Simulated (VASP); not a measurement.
# Ru (P6_3/mmc) in VASP: further runs

Runs on Ru. Level: LDA. Tasks: single point.

Everything below comes from runs of VASP 6.6.1. Logs are shortened: lines on timing, memory, paths and dates and some standing lists are left out, and cuts for length are marked.

**1. The cell of the first run**

The structure is hexagonal, space group P6_3/mmc (No. 194). Conventional cell: a = 2.678 Å, b = 2.678 Å, c = 4.218 Å, α = 90.00°, β = 90.00°, γ = 120.00°. Ru (site symmetry -6m2) has 12 Ru at 2.61 to 2.68 Å within 3.4 Å.

**2. Single point, LDA**

INCAR

```
PREC = Accurate
ENCUT = 520
EDIFF = 1E-7
ISMEAR = 1
SIGMA = 0.01
LREAL = False
LASPH = True
NELM = 60
ALGO = Normal
ISIF = 2
LWAVE = False
LCHARG = False
GGA = CA
NBANDS = 21
```

KPOINTS

```
regular mesh
0
Gamma
  13 13 8
```

POSCAR

```
Ru
1.0
    2.6775346364      0.0000000000      0.0000000000
   -1.3387673182      2.3188130146      0.0000000000
    0.0000000000      0.0000000000      4.2181251212
Ru
2
Direct
    0.3333333333      0.6666666667      0.2500000000
    0.6666666667      0.3333333333      0.7500000000
```

Potentials or basis: VASP PAW LDA potentials, release 64 (Ru_pv).

The run is started by

```console
cat potpaw_LDA.64/Ru_pv/POTCAR > POTCAR
mpirun -np 1 vasp_std > vasp.out
```

OUTCAR:

```text
PREC = Accurate
   ENCUT = 520
   EDIFF = 1E-7
   ISMEAR = 1
   LREAL = False
   LASPH = True
   NELM = 60
   ISIF = 2
   GGA = CA

 ion  position               nearest neighbor table
   1  0.333  0.667  0.250-   2 2.61   2 2.61   2 2.61   2 2.61   2 2.61   2 2.61
   2  0.667  0.333  0.750-   1 2.61   1 2.61   1 2.61   1 2.61   1 2.61   1 2.61

  LATTYP: Found a hexagonal cell.
 ALAT       =     2.6775346364
 C/A-ratio  =     1.5753764914

  Lattice vectors:

 A1 = (   2.6775346364,   0.0000000000,   0.0000000000)
 A2 = (  -1.3387673182,   2.3188130146,   0.0000000000)
 A3 = (   0.0000000000,   0.0000000000,   4.2181251212)

Analysis of symmetry for initial positions (statically):
=====================================================================
 Subroutine PRICEL returns:
 Original cell was already a primitive cell.

 Routine SETGRP: Setting up the symmetry group for a
 hexagonal supercell.

 Subroutine GETGRP returns: Found 24 space group operations
 (whereof 12 operations were pure point group operations)
 out of a pool of 24 trial point group operations.

The static configuration has the point symmetry D_3d.
 The point group associated with its full space group is D_6h.

Analysis of symmetry for dynamics (positions and initial velocities):
=====================================================================
 Subroutine PRICEL returns:
 Original cell was already a primitive cell.

 Routine SETGRP: Setting up the symmetry group for a
 hexagonal supercell.

 Subroutine GETGRP returns: Found 24 space group operations
 (whereof 12 operations were pure point group operations)
 out of a pool of 24 trial point group operations.

The dynamic configuration has the point symmetry D_3d.
 The point group associated with its full space group is D_6h.

 Subroutine INISYM returns: Found 24 space group operations
 (whereof 12 operations are pure point group operations),
 and found     1 'primitive' translations

----------------------------------------------------------------------------------------

                                     Primitive cell

  volume of cell :      26.1891

  direct lattice vectors                    reciprocal lattice vectors
     2.677534636  0.000000000  0.000000000     0.373477895  0.215627563  0.000000000
    -1.338767318  2.318813015  0.000000000     0.000000000  0.431255127  0.000000000
     0.000000000  0.000000000  4.218125121     0.000000000  0.000000000  0.237072152

  length of vectors
     2.677534636  2.677534636  4.218125121     0.431255127  0.431255127  0.237072152

  position of ions in fractional coordinates (direct lattice)
     0.333333333  0.666666667  0.250000000
     0.666666667  0.333333333  0.750000000

  ion indices of the primitive-cell ions
   primitive index   ion index
                 1           1
                 2           2

----------------------------------------------------------------------------------------

 KPOINTS: regular mesh

Automatic generation of k-mesh.
 Grid dimensions read from file:
 generate k-points for:   13   13    8

 Generating k-lattice:

  Cartesian coordinates                     Fractional coordinates (reciprocal lattice)
     0.028729069  0.016586736  0.000000000     0.076923077  0.000000000  0.000000000
     0.000000000  0.033173471  0.000000000     0.000000000  0.076923077  0.000000000
     0.000000000  0.000000000  0.029634019     0.000000000  0.000000000  0.125000000

  Length of vectors
     0.033173471  0.033173471  0.029634019

  Shift w.r.t. Gamma in fractional coordinates (k-lattice)
     0.000000000  0.000000000  0.000000000

 Subroutine IBZKPT returns following result:
 ===========================================

 Found    105 irreducible k-points:

 Following reciprocal coordinates:
            Coordinates               Weight
  0.000000  0.000000  0.000000      1.000000
  0.076923  0.000000  0.000000      6.000000
  0.153846  0.000000  0.000000      6.000000
  0.230769  0.000000  0.000000      6.000000
  0.307692  0.000000  0.000000      6.000000
  0.384615  0.000000  0.000000      6.000000
[... 16 lines left out ...]
  0.076923  0.000000  0.125000     12.000000
  0.153846  0.000000  0.125000     12.000000
 [... further k-points ...]
   k-points           NKPTS =    105   k-points in BZ     NKDIM =    105   number of bands    NBANDS=     21
   number of dos      NEDOS =    301   number of ions     NIONS =      2
   total plane-waves  NPLWV =  12800
   dimension x,y,z NGX =    20 NGY =   20 NGZ =   32
   dimension x,y,z NGXF=    40 NGYF=   40 NGZF=   64
   ions per type =               2
   NGX,Y,Z   is equivalent  to a cutoff of  12.42, 12.42, 12.61 a.u.
   NGXF,Y,Z  is equivalent  to a cutoff of  24.84, 24.84, 25.22 a.u.
 SYSTEM =  unknown system
   PREC   = accura    normal or accurate (medium, high low for compatibility)
   ISTART =      0    job   : 0-new  1-cont  2-samecut
   ICHARG =      2    charge: 1-file 2-atom 10-const
   ISPIN  =      1    spin polarized calculation?
   LNONCOLLINEAR =      F non collinear calculations
   LSORBIT =      F    spin-orbit coupling
   LASPH  =      T    aspherical Exc in radial PAW
   ENCUT  =  520.0 eV  38.22 Ry    6.18 a.u.   4.98  4.98  7.84*2*pi/ulx,y,z
   NELM   =     60;   NELMIN=  2; NELMDL= -5     # of ELM steps
   EDIFF  = 0.1E-06   stopping-criterion for ELM
   LREAL  =      F    real-space projection
   EDIFFG = 0.1E-05   stopping-criterion for IOM
   NSW    =      0    number of steps for IOM
   IBRION =     -1    ionic relax: 0-MD 1-quasi-New 2-CG
   NFREE  =      0    steps in history (QN), initial steepest desc. (CG)
   ISIF   =      2    stress and relaxation
   ISYM   =      2    0-nonsym 1-usesym 2-fastsym
   POTIM  = 0.5000    time-step for ionic-motion
   TEBEG  =    0.0;   TEEND  =   0.0 temperature during run
   PSTRESS=    0.0 pullay stress
   NELECT =      28.0000    total number of electrons
   NUPDOWN=      -1.0000    fix difference up-down
   EMIN   =  10.00;   EMAX   =-10.00  energy-range for DOS
   EFERMI =   0.00;   METHOD = LEGACY
   ISMEAR =     1;   SIGMA  =   0.01  broadening in eV -4-tet -1-fermi 0-gaus
   EFERMI_NEDOS =   21; number of points for ismear=-14 and -15
   IALGO  =     38    algorithm
   IMIX   =      4    mixing-type and parameters
     AMIX     =   0.40;   BMIX     =  1.00
     AMIX_MAG =   1.60;   BMIX_MAG =  1.00
  volume/ion in A,a.u.               =      13.09        88.37
  Fermi-wavevector in a.u.,A,eV,Ry     =   1.673995  3.163391 38.127038  2.802258
  Thomas-Fermi vector in A             =   2.758868
   LORBIT       =      0    0 simple, 1 ext, 2 COOP (PROOUT), +10 PAW based schemes
   GGA     = CA    functional components
   LHFCALC =     F    Hartree Fock is set to
   AEXX    =    0.0000 exact exchange contribution
   IVDW    =     0    specifies the selected vdW correction
   LEPSILON=     F    determine dielectric tensor
   LRPA    =     F    only Hartree local field effects (RPA)
 non-spin polarized calculation
 Methfessel and Paxton  Order N= 1 SIGMA  =   0.01
  energy-cutoff  :      520.00
  volume of cell :       26.19
 maximum number of plane-waves:       724
 NGX is ok and might be reduce to    20
   NGX =  9   NGY =  9   NGZ = 15

 number of electron      27.9999992 magnetization

 Free energy of the ion-electron system (eV)
  ---------------------------------------------------
  ext. energy  EPLUGINS =         0.00000000
  ---------------------------------------------------
  free energy    TOTEN  =       -21.38925307 eV

  energy without entropy =      -21.38919195  energy(sigma->0) =      -21.38923270

 E-fermi :  13.4232     XC(G=0): -14.6040

 val. band max:       13.4220701637   @ k =   0.0769   0.0000   0.3750
 cond. band min:      13.4511322860   @ k =   0.3077   0.1538   0.2500
 fundamental gap:      0.0290621224
 Fermi energy:        13.4232384129

 k-point     1 :       0.0000    0.0000    0.0000
  band No.  band energies     occupation
      1     -30.2468      2.00000
      2     -29.1756      2.00000
      3     -29.1756      2.00000
      4     -28.9778      2.00000
      5     -28.9778      2.00000
      6     -28.9262      2.00000
[... 13 lines left out ...]
     20      23.3082      0.00000
     21      24.1674      0.00000

 k-point     2 :       0.0769    0.0000    0.0000
  band No.  band energies     occupation
      1     -30.2238      2.00000
      2     -29.2243      2.00000
      3     -29.1922      2.00000
      4     -29.0287      2.00000
      5     -28.9842      2.00000
      6     -28.9372      2.00000
[... 13 lines left out ...]
     20      23.3081      0.00000
     21      24.1336      0.00000

 k-point     3 :       0.1538    0.0000    0.0000
  band No.  band energies     occupation
      1     -30.1572      2.00000
      2     -29.3593      2.00000
      3     -29.2367      2.00000
      4     -29.1670      2.00000
      5     -29.0031      2.00000
      6     -28.9701      2.00000
[... 13 lines left out ...]
     20      23.3081      0.00000
     21      24.0156      0.00000

 k-point     4 :       0.2308    0.0000    0.0000
  band No.  band energies     occupation
      1     -30.0549      2.00000
      2     -29.5496      2.00000
      3     -29.3556      2.00000
      4     -29.2970      2.00000
      5     -29.0319      2.00000
      6     -29.0248      2.00000
[... 13 lines left out ...]
     20      23.3080      0.00000
     21      23.8241      0.00000

 k-point     5 :       0.3077    0.0000    0.0000
  band No.  band energies     occupation
      1     -29.9297      2.00000
      2     -29.7512      2.00000
      3     -29.5483      2.00000
      4     -29.3585      2.00000
      5     -29.0991      2.00000
      6     -29.0641      2.00000
[... 13 lines left out ...]
     20      23.3078      0.00000
     21      23.6141      0.00000

 k-point     6 :       0.3846    0.0000    0.0000
  band No.  band energies     occupation
      1     -29.9175      2.00000
      2     -29.8018      2.00000
      3     -29.7029      2.00000
      4     -29.4081      2.00000
      5     -29.1847      2.00000
      6     -29.0918      2.00000
[... 13 lines left out ...]
     20      23.3080      0.00000
     21      24.3630      0.00000

 k-point     7 :       0.4615    0.0000    0.0000
  band No.  band energies     occupation
      1     -30.0110      2.00000
      2     -29.7884      2.00000
      3     -29.7081      2.00000
      4     -29.4356      2.00000
      5     -29.2543      2.00000
      6     -29.1077      2.00000
[... 13 lines left out ...]
     20      23.3071      0.00000
     21      24.6299      0.00000
[... 291 lines left out ...]
      1     -29.9149      2.00000
      2     -29.6977      2.00000
      3     -29.6213      2.00000
      4     -29.5764      2.00000
      5     -29.3622      2.00000
      6     -29.3491      2.00000
[... 13 lines left out ...]
     20      23.3083      0.00000
     21      23.3121      0.00000

 k-point    21 :       0.3077    0.3077    0.0000
  band No.  band energies     occupation
      1     -29.8758      2.00000
      2     -29.6979      2.00000
      3     -29.6324      2.00000
      4     -29.5303      2.00000
      5     -29.4218      2.00000
      6     -29.4038      2.00000
[... 13 lines left out ...]
     20      23.3088      0.00000
     21      23.3090      0.00000

 k-point    22 :       0.0000    0.0000    0.1250
  band No.  band energies     occupation
      1     -30.1994      2.00000
      2     -29.1681      2.00000
      3     -29.1681      2.00000
      4     -28.9854      2.00000
      5     -28.9854      2.00000
      6     -28.9797      2.00000
[... 13 lines left out ...]
     20      23.3081      0.00000
     21      24.9359      0.00000

 k-point    23 :       0.0769    0.0000    0.1250
  band No.  band energies     occupation
      1     -30.1787      2.00000
      2     -29.2156      2.00000
      3     -29.1843      2.00000
      4     -29.0569      2.00000
      5     -28.9922      2.00000
      6     -28.9683      2.00000
[... 13 lines left out ...]
     20      23.3081      0.00000
     21      24.9223      0.00000

 k-point    24 :       0.1538    0.0000    0.1250
  band No.  band energies     occupation
      1     -30.1201      2.00000
      2     -29.3467      2.00000
      3     -29.2279      2.00000
      4     -29.2011      2.00000
      5     -29.0122      2.00000
      6     -28.9897      2.00000
[... 13 lines left out ...]
     20      23.3081      0.00000
     21      24.8816      0.00000

 [... further k-points ...]

------------------------ aborting loop because EDIFF is reached ----------------------------------------

  FORCE on cell =-STRESS in cart. coord.  units (eV):
  Direction    XX          YY          ZZ          XY          YZ          ZX
  --------------------------------------------------------------------------------------
  -------------------------------------------------------------------------------------
  Total        0.1606960      0.1606960      0.0610838     -0.0000000      0.0000000     -0.0000000
  in kB        9.8309453      9.8309453      3.7369412     -0.0000000      0.0000000     -0.0000000
  external PRESSURE =       7.7996106 kB  Pullay stress =       0.0000000 kB

 VOLUME and BASIS-vectors are now :
 -----------------------------------------------------------------------------
  energy-cutoff  :      520.00
  volume of cell :       26.19
      direct lattice vectors                 reciprocal lattice vectors
     2.677534636  0.000000000  0.000000000     0.373477895  0.215627563  0.000000000
    -1.338767318  2.318813015  0.000000000     0.000000000  0.431255127  0.000000000
     0.000000000  0.000000000  4.218125121     0.000000000  0.000000000  0.237072152

 POSITION                                       TOTAL-FORCE (eV/Angst)
 -----------------------------------------------------------------------------------
     -0.00000      1.54588      1.05453        -0.000000      0.000000      0.000000
      1.33877      0.77294      3.16359         0.000000     -0.000000      0.000000
 -----------------------------------------------------------------------------------
    total drift:                               -0.000000      0.000000     -0.000000

  FREE ENERGIE OF THE ION-ELECTRON SYSTEM (eV)
  ---------------------------------------------------
  free  energy   TOTEN  =       -21.3892530671 eV

  energy  without entropy=      -21.3891919512  energy(sigma->0) =      -21.38923270
```

It took 54 s on 1 thread of AMD EPYC 7R13, shared host; peak memory 0.13 GiB.

What came out:

```yaml
Free_energy: -21.3893 eV
Pressure: 0.8 GPa
Band_gap_on_the_k_mesh: zero (bands 14 and 15 overlap by 3.28 eV)
```

Levels at points of the mesh, in eV from the Fermi level:
| k point | band 10 | band 11 | band 12 | band 13 | band 14 | band 15 | band 16 | band 17 | band 18 | band 19 |
| --- | --- | --- | --- | --- | --- | --- | --- | --- | --- | --- |
| (0.00, 0.00, 0.00) | -2.82 | -2.58 | -2.08 | -2.08 | -1.56 | -1.56 | 1.21 | 1.21 | 1.34 | 9.88 |
| (0.00, 0.00, 0.50) | -3.00 | -3.00 | -3.00 | -2.87 | -2.87 | 0.54 | 0.54 | 0.54 | 0.54 | 9.88 |

(Part 1 of 2 ends here.)
